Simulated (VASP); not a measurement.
Here is a VASP 6.6.1 calculation.

Contents of INCAR:

```
SYSTEM = TiSi2
PREC = Accurate ; ENCUT = 520
EDIFF = 1E-6 ; ISMEAR = 0
SIGMA = 0.1 ; LREAL = .FALSE.
LASPH = .TRUE. ; NELM = 80
ALGO = Normal ; ISIF = 2
LWAVE = .FALSE. ; LCHARG = .FALSE.
GGA = PE ; NBANDS = 29
```

Contents of KPOINTS:

```
Automatic mesh
0
G
  10 10 10
  0 0 0
```

The input POSCAR:

```
TiSi2
1.0
    0.0000000000      4.2986868672      4.3801708736
    2.4852728479      0.0000000000      4.3801708736
    2.4852728479      4.2986868672      0.0000000000
Ti Si
2 4
Direct
    0.7500000000      0.7500000000      0.7500000000
    0.5000000000      0.5000000000      0.5000000000
    0.0873941868      0.4126058132      0.0873941868
    0.4126058132      0.0873941868      0.4126058132
    0.1626058132      0.8373941868      0.1626058132
    0.8373941868      0.1626058132      0.8373941868
```

Potentials or basis: VASP PAW PBE potentials, release 64 (Ti_sv, Si).

Command:

```bash
$ cat potpaw_PBE.64/Ti_sv/POTCAR potpaw_PBE.64/Si/POTCAR > POTCAR
$ mpirun -np 1 vasp_std > vasp.out
```

Predict the pressure.

-10.8 GPa.

Predict the band gap on the k mesh.

zero (band 20 reaches 9.54 eV, above the bottom of band 21 at 7.89 eV).
